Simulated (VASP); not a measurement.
A run of VASP 6.6.1:

INCAR

```
SYSTEM = Cu
PREC     = Accurate       ! precision mode
ENCUT    = 520            ! plane-wave cutoff, eV
EDIFF    = 1E-6           ! SCF threshold, eV
ISMEAR   = 0              ! smearing method
SIGMA    = 0.1            ! smearing width, eV
LREAL    = .FALSE.        ! projectors in reciprocal space
LASPH    = .TRUE.         ! aspherical terms in the spheres
NELM     = 80             ! most SCF steps
ALGO     = Fast           ! electronic algorithm
ISIF     = 2              ! what is computed and relaxed
LWAVE    = .FALSE.        ! write WAVECAR
LCHARG   = .TRUE.         ! write CHGCAR
GGA      = PS             ! functional
LELF     = .TRUE.         ! ELF
LVHAR    = .TRUE.       
NBANDS   = 18             ! bands
```

The input KPOINTS:

```
regular mesh
0
G
  24 24 12
  0 0 0
```

POSCAR

```
Cu
1.0
    2.5710028457      0.0000000000      0.0000000000
   -1.2855014229      2.2265537776      0.0000000000
    0.0000000000      0.0000000000      4.0680295338
Cu
2
Direct
    0.3333333333      0.6666666667      0.2500000000
    0.6666666667      0.3333333333      0.7500000000
```

Potentials or basis: VASP PAW PBE potentials, release 64 (Cu).

The run is started by

```sh
$ cat potpaw_PBE.64/Cu/POTCAR > POTCAR
$ mpirun -np 1 vasp_std > vasp.out
```

Hardware: 1 thread of Intel Xeon 8259CL, on a shared host.

How long does it take, and how much memory?

It took 3.5 min on 1 thread of Intel Xeon 8259CL, on a shared host, peak memory 0.25 GiB. Counts: scf iterations 14, k points 427.
